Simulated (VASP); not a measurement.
The system is CsCl.

```
Cs Cl
1.0
     4.12300    0.00000    0.00000
     0.00000    4.12300    0.00000
     0.00000    0.00000    4.12300
Cs Cl
1 1
Direct
  0.00000 0.00000 0.00000
  0.50000 0.50000 0.50000
```

- Program: VASP 6.6.1
- Task: relaxation of cell and atoms
- Functional: PBEsol
- Potentials or basis: VASP PAW PBE potentials, release 64 (Cs_sv, Cl)
- Cutoff: 500 eV
- k mesh: 6 × 6 × 6
- Occupations: fermi-dirac, width 0.005 eV
- Spin: no spin polarisation

At the start: pressure -0.6 GPa; volume 35.04 Å³/atom.

How do energy, volume and symmetry change on relaxing?

Over 4 steps the energy falls by 2.7 meV/atom and the volume is 33.75 Å³/atom (-3.7 %); space group Pm-3m (No. 221, to 0.1 Å) before and after.

Step by step:
```csv
step,energy change (eV),largest force (eV/Å),pressure (GPa),volume (Å³)
1,0.0000,0.0000,-0.64,70.09
2,-0.0042,0.0000,-0.31,68.69
3,-0.0053,0.0000,-0.01,67.55
4,-0.0053,0.0000,0.00,67.50
```

Final structure:
```
Cs Cl
1.0
     4.07159    0.00000    0.00000
     0.00000    4.07159    0.00000
     0.00000    0.00000    4.07159
Cs Cl
1 1
Direct
  0.00000 0.00000 0.00000
  0.50000 0.50000 0.50000
```

Caveat: the PAW data sets were made with another functional, which shifts forces and pressure a little.
